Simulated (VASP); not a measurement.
Input of a VASP 6.6.1 run:

File INCAR:

```
PREC = Accurate
ENCUT = 600
EDIFF = 1E-6
ISMEAR = 0
SIGMA = 0.1
LREAL = F
LASPH = T
NELM = 60
ALGO = Normal
ISIF = 3
LWAVE = F
LCHARG = F
GGA = PE
IBRION = 2
NSW = 90
EDIFFG = -0.04
```

Contents of KPOINTS:

```
regular mesh
0
Gamma
  6 6 2
```

The input POSCAR:

```
Ga3Te2O
1.0
    4.2796217700      0.0000000000      0.0000000000
   -2.1398108800      3.7062611700      0.0000000000
    0.0000000000      0.0000000000      9.0128137000
Ga Te O
3 2 1
Direct
    0.6666666700      0.3333333300      0.5000000000
    0.0000000000      0.0000000000      0.0000000000
    0.0000000000      0.0000000000      0.5000000000
    0.3333333300      0.6666666700      0.2462391900
    0.3333333300      0.6666666700      0.7537608100
    0.6666666700      0.3333333300      0.0000000000
```

Potentials or basis: VASP PAW PBE potentials, release 64 (Ga_d, Te, O).

The run is started by

```bash
$ cat potpaw_PBE.64/Ga_d/POTCAR potpaw_PBE.64/Te/POTCAR potpaw_PBE.64/O/POTCAR > POTCAR
$ mpirun -np 1 vasp_std > vasp.out
```

What does it give for the relaxed volume?

20.83 Å³/atom.

Predict the relaxed cell.

a = 4.150 Å, b = 4.150 Å, c = 8.383 Å, α = 90.00°, β = 90.00°, γ = 120.00°.

Forces on the atoms (eV/Å):
```
Ga   0.000  0.000  0.000
Ga   0.000  0.000  0.000
Ga   0.000  0.000  0.000
Te   0.000  0.000 -0.035
Te   0.000  0.000  0.035
O    0.000  0.000  0.000
```

Caveat: an odd number of electrons without spin polarisation forces a metal; a magnetic or distorted state may lie lower.
